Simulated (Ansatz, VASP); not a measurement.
## Sr2Be in VASP and in Ansatz

File INCAR:

```
SYSTEM = Sr2Be
ALGO = Normal ; EDIFF = 1E-7
EDIFFG = -0.04 ; ENCUT = 600
GGA = PE ; GGA_COMPAT = .FALSE.
IBRION = 2 ; ISIF = 3
ISMEAR = 0 ; LASPH = .TRUE.
LCHARG = .FALSE. ; LREAL = .FALSE.
LWAVE = .FALSE. ; NELM = 120
NELMIN = 4 ; NSW = 90
PREC = Accurate ; SIGMA = 0.1
```

KPOINTS

```
k-points
0
G
  4 4 4
  0 0 0
```

File POSCAR:

```
Sr2Be
1.0
   -3.5384713088      3.5384713088      2.9454276121
    3.5384713088     -3.5384713088      2.9454276121
    3.5384713088      3.5384713088     -2.9454276121
Sr Be
4 2
Direct
    0.6670000000      0.1670000000      0.8340000000
    0.1670000000      0.3330000000      0.5000000000
    0.3330000000      0.8330000000      0.1660000000
    0.8330000000      0.6670000000      0.5000000000
    0.2500000000      0.2500000000      0.0000000000
    0.7500000000      0.7500000000      0.0000000000
```

Input for Ansatz:

```yaml
crystal:
  lattice:
    - [-3.5384713088, 3.5384713088, 2.9454276121]
    - [3.5384713088, -3.5384713088, 2.9454276121]
    - [3.5384713088, 3.5384713088, -2.9454276121]
  atoms:
    - { symbol: Sr, position: [0.667, 0.167, 0.834] }
    - { symbol: Sr, position: [0.167, 0.333, 0.5] }
    - { symbol: Sr, position: [0.333, 0.833, 0.166] }
    - { symbol: Sr, position: [0.833, 0.667, 0.5] }
    - { symbol: Be, position: [0.25, 0.25, 0.0] }
    - { symbol: Be, position: [0.75, 0.75, 0.0] }
basis:
  ecutwfc: 420
kpoints:
  mp_grid: { grid: [4, 4, 4] }
hamiltonian:
  xc: pbe
scf:
  occupations: { method: gaussian, width: 0.1 }
  lower_state_search: "off"
output:
  forces: true
  stress: true
  eigenvalues: true
relax:
  adjacent_minimum: "off"
  f_tol: 0.04
  max_steps: 70
  cell: { stress_tol: 0.4 }
```

Alike in both runs: task relaxation of cell and atoms; functional PBE; k mesh 4 × 4 × 4; occupations gaussian, width 0.1 eV; no spin polarisation.

|  | VASP | Ansatz |
| --- | --- | --- |
| version | VASP 6.6.1 | Ansatz 0.2.0 |
| potentials or method | VASP PAW PBE potentials, release 64 (Sr_sv, Be), cutoff 600 eV | scalar-relativistic, plane waves, PAW |
| valence electrons in the cell | 44 | 44 |

Ansatz gave:

```
gap on the k mesh at the Fermi level, each at its own relaxed structure (eV) : none
relaxed volume (Å³/atom)                                                     : 35.58
relaxed length of the cell vector where the two differ most in proportion (Å)              : 6.526
```

Problem. Estimate VASP's values.

Solution. gap on the k mesh at the Fermi level, each at its own relaxed structure (eV): none; relaxed volume (Å³/atom): 35.99; relaxed length of the cell vector where the two differ most in proportion (Å): 6.554.

A gap of «none» marks a metal or a gap that the smearing closes.

Noted on VASP's run: the volume moved by over 15 % at a fixed basis, so the end points are rough.
